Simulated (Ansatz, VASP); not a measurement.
Two plane-wave programs on LiPb2

INCAR

```
  PREC = Accurate
  ENCUT = 520
  EDIFF = 1E-6
  ISMEAR = 0
  SIGMA = 0.1
  LREAL = F
  LASPH = T
  NELM = 80
  ALGO = Normal
  ISIF = 2
  LWAVE = F
  LCHARG = F
  GGA = PE
  NBANDS = 22
```

Contents of KPOINTS:

```
Automatic mesh
0
Gamma
  6 6 2
```

Contents of POSCAR:

```
LiPb2
1.0
    3.3584071700      0.0000000000      0.0000000000
   -1.6792035800      2.9084659300      0.0000000000
    0.0000000000      0.0000000000      8.3640708800
Li Pb
1 2
Direct
    0.0000000000      0.0000000000      0.0000000000
    0.6666666700      0.3333333300      0.6834388900
    0.3333333300      0.6666666700      0.3165611100
```

Input for Ansatz:

```yaml
crystal:
  lattice:
    - [3.35840717, 0.0, 0.0]
    - [-1.67920358, 2.90846593, 0.0]
    - [0.0, 0.0, 8.36407088]
  atoms:
    - { symbol: Li, position: [0.0, 0.0, 0.0] }
    - { symbol: Pb, position: [0.66666667, 0.33333333, 0.68343889] }
    - { symbol: Pb, position: [0.33333333, 0.66666667, 0.31656111] }
basis:
  ecutwfc: 420
kpoints:
  mp_grid: { grid: [6, 6, 2] }
hamiltonian:
  xc: pbe
scf:
  occupations: { method: gaussian, width: 0.1 }
  lower_state_search: "off"
output:
  forces: true
  stress: true
  eigenvalues: true
```

Alike in both runs: task single point; functional PBE; k mesh 6 × 6 × 2; occupations gaussian, width 0.1 eV; no spin polarisation.

```csv
,VASP,Ansatz
version,VASP 6.6.1,Ansatz 0.2.0
potentials or method,"VASP PAW PBE potentials, release 64 (Li_sv, Pb_d), cutoff 520 eV","scalar-relativistic, plane waves, PAW"
valence electrons in the cell,31,31
```

|  | VASP | Ansatz | Ansatz less VASP |
| --- | --- | --- | --- |
| gap on the k mesh at the Fermi level (eV) | none | none | - |
| rms of the force components (eV/Å) | 0.159 | 0.159 | +0.0006 |

Atom by atom the forces differ by 0.001 eV/Å (rms over components). A gap of «none» marks a metal or a gap that the smearing closes.

The k mesh is coarse, so the values compare programs but aren't converged. Neither program's run includes spin-orbit coupling. Noted on VASP's run: the cutoff is under 1.25 times that of the potentials, so the pressure is a little rough.
